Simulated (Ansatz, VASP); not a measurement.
**One calculation of La3HfO, two programs**

```xyz
5
Lattice="5.8244 0.0000 0.0000 -2.9122 5.0441 0.0000 0.0000 0.0000 4.9767" Properties=species:S:1:pos:R:3 pbc="T T T"
La    2.9122    0.0000    0.0000
La   -1.4561    2.5221    0.0000
La    1.4561    2.5221    0.0000
Hf    0.0000    0.0000    2.4884
O     0.0000    0.0000    0.0000
```

Alike in both runs: task relaxation of cell and atoms; functional PBE; k mesh 6 × 6 × 4; occupations gaussian, width 0.1 eV; no spin polarisation.

|  | VASP | Ansatz |
| --- | --- | --- |
| version | VASP 6.6.1 | Ansatz 0.2.0 |
| potentials or method | VASP PAW PBE potentials, release 64 (La, Hf_pv, O), cutoff 600 eV | scalar-relativistic, plane waves, PAW |
| valence electrons in the cell | 49 | 65 |

Ansatz gave:

- gap on the k mesh at the Fermi level, each at its own relaxed structure (eV): none
- relaxed volume (Å³/atom): 29.94
- relaxed length of the cell vector where the two differ most in proportion (Å): 3.941

Question: Estimate VASP's values.

Answer: gap on the k mesh at the Fermi level, each at its own relaxed structure (eV): none; relaxed volume (Å³/atom): 29.89; relaxed length of the cell vector where the two differ most in proportion (Å): 3.931.

A gap of «none» marks a metal or a gap that the smearing closes. VASP's potentials hold 49 valence electrons a cell and Ansatz's 65, so a difference there can come from the potentials and not from the codes.

Spin-orbit coupling is off throughout.
